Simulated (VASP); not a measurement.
**KCl: single point with PBE**

The system is KCl.

```
K Cl
1.0
     0.00000    3.50728    3.50728
     3.50728    0.00000    3.50728
     3.50728    3.50728    0.00000
K Cl
1 1
Cartesian
  0.0000 0.0000 0.0000
  1.7536 1.7536 1.7536
```

```json
{"Program": "VASP 6.6.1", "Task": "single point", "Functional": "PBE", "Potentials or basis": "VASP PAW PBE potentials, release 64 (K_sv, Cl)", "Cutoff": "500 eV", "k mesh": "4 × 4 × 4, shifted", "Occupations": "gaussian, width 0.01 eV", "Spin": "no spin polarisation", "Dipole correction": "no", "Further INCAR settings": "ALGO = Normal; EDIFF = 1e-06; NBANDS = 15; ISYM = 0"}
```

| Quantity | Value |
| --- | --- |
| Pressure | 0.3 GPa |
| Band gap on the k mesh | 5.03 eV, indirect (least direct gap 5.06 eV) |

Levels at points of the mesh, in eV from the valence-band top:
```
           k point  band 5  band 6  band 7  band 8  band 9  band 10  band 11  band 12
(0.00, 0.00, 0.12)  -10.70   -0.09   -0.03   -0.03    5.03     9.18     9.18    10.19
```

Run time: 3.8 min on 1 thread of Intel Xeon 8259CL (shared host), peak memory 0.3 GiB.

A k mesh can miss the band edges.
